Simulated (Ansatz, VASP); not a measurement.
**One calculation of ZrTi3C4, two programs**

```
CELL_PARAMETERS angstrom
4.44410 0.00000 0.00000
0.00000 4.44410 0.00000
0.00000 0.00000 4.44410
ATOMIC_POSITIONS crystal
Zr 0.50000 0.50000 0.50000
Ti 0.00000 0.00000 0.50000
Ti 0.50000 0.00000 0.00000
Ti 0.00000 0.50000 0.00000
C 0.50000 0.50000 0.00000
C 0.00000 0.50000 0.50000
C 0.50000 0.00000 0.50000
C 0.00000 0.00000 0.00000
```

Alike in both runs: functional PBE; k mesh 4 × 4 × 4; occupations gaussian, width 0.1 eV; no spin polarisation.

Ansatz relaxed the structure, and its values are those at the end. VASP's run is a single point on that final structure, the one shown.

|  | VASP | Ansatz |
| --- | --- | --- |
| version | VASP 6.6.1 | Ansatz 0.2.0 |
| potentials or method | VASP PAW PBE potentials, release 64 (Zr_sv, Ti_sv, C), cutoff 520 eV | scalar-relativistic, plane waves, PAW |
| valence electrons in the cell | 64 | 64 |

VASP gave:

| Property | Result |
| --- | --- |
| gap on the k mesh at the Fermi level (eV) | none |
| pressure (GPa) | 0.0 |

Task: What did Ansatz give for the same quantities?

Result: gap on the k mesh at the Fermi level (eV): none; pressure (GPa): -0.2.

A gap of «none» marks a metal or a gap that the smearing closes.
